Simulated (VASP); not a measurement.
# CuO: single point with PBE

Crystal: CuO.

```
Cu O
1.0
     2.81729    0.00000    0.00000
    -1.40864    2.43984    0.00000
     0.00000    0.00000    2.74953
Cu O
1 1
Direct
  0.00000 0.00000 0.00000
  0.66667 0.33333 0.50000
```

```yaml
Program: VASP 6.6.1
Task: single point
Functional: PBE
Potentials_or_basis: VASP PAW PBE potentials, release 64 (Cu, O)
Cutoff: 520 eV
k_mesh: 11 × 11 × 10
Occupations: fermi-dirac, width 0.05 eV
Spin: no spin polarisation
Dipole_correction: no
Further_INCAR_settings: ALGO = Normal; EDIFF = 1e-06; NBANDS = 16
```

| Item | Value |
| --- | --- |
| Pressure | 3.2 GPa |

Stress tensor (GPa, compression positive):
```
 6.44  0.00  0.00
 0.00  6.44  0.00
 0.00  0.00 -3.23
```

Levels at points of the mesh, in eV from the Fermi level:
```csv
k point,band 7,band 8,band 9,band 10,band 11,band 12
"(0.00, 0.00, 0.00)",-1.77,-0.14,-0.14,1.19,15.26,16.83
"(0.00, 0.00, 0.50)",-1.54,-0.19,-0.19,7.28,7.76,21.32
```

Wall time 26 s on 1 thread of AMD EPYC 7R43 64-Core Processor (Zen 3), on a shared host, peak memory 0.12 GiB.

Caveat: an odd number of electrons without spin polarisation forces a metal; a magnetic or distorted state may lie lower; semilocal functionals often make such compounds metallic where correlation or magnetic order opens a gap, which also shifts bond lengths. With open d or f shells a metallic result of PBE can be an artefact of self-interaction; +U or a hybrid may open a gap.
